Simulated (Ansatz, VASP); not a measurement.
Two plane-wave programs on Au2SeO2

```
O Au Se
1.0
     3.55939    0.00000    0.00000
    -1.77969    3.08252    0.00000
     0.00000    0.00000    6.32937
O Au Se
2 2 1
Direct
  0.33330 0.66670 0.62000
  0.66670 0.33330 0.38000
  0.33330 0.66670 0.29000
  0.66670 0.33330 0.71000
  0.00000 0.00000 0.00000
```

Alike in both runs: task single point; functional r2SCAN; k mesh 6 × 6 × 3; occupations methfessel-paxton of order 1, width 0.025 eV; no spin polarisation.

|  | VASP | Ansatz |
| --- | --- | --- |
| version | VASP 6.6.1 | Ansatz 0.2.0 |
| potentials or method | VASP PAW PBE potentials, release 64 (O, Au, Se), cutoff 520 eV | PAW plane waves |
| valence electrons in the cell | 40 | 66 |

|  | VASP | Ansatz | Ansatz less VASP |
| --- | --- | --- | --- |
| gap on the k mesh at the Fermi level (eV) | none | none | - |
| pressure (GPa) | 17.4 | 17.0 | -0.43 |
| traceless stress, the component that is largest in VASP (GPa) | -2.05 | -2.16 | -0.106 |
| rms of the force components (eV/Å) | 1.390 | 1.367 | -0.0234 |

VASP's potentials were made for PBE, not for r2SCAN. Atom by atom the forces differ by 0.025 eV/Å (rms over components). A gap of «none» marks a metal or a gap that the smearing closes. The functional is the same, so the differences come from potentials, cutoffs and numerics. VASP's potentials hold 40 valence electrons a cell and Ansatz's 66, so a difference there can come from the potentials and not from the codes. Ansatz's warnings: structure snapped to symmetry.

Neither program's run includes spin-orbit coupling.
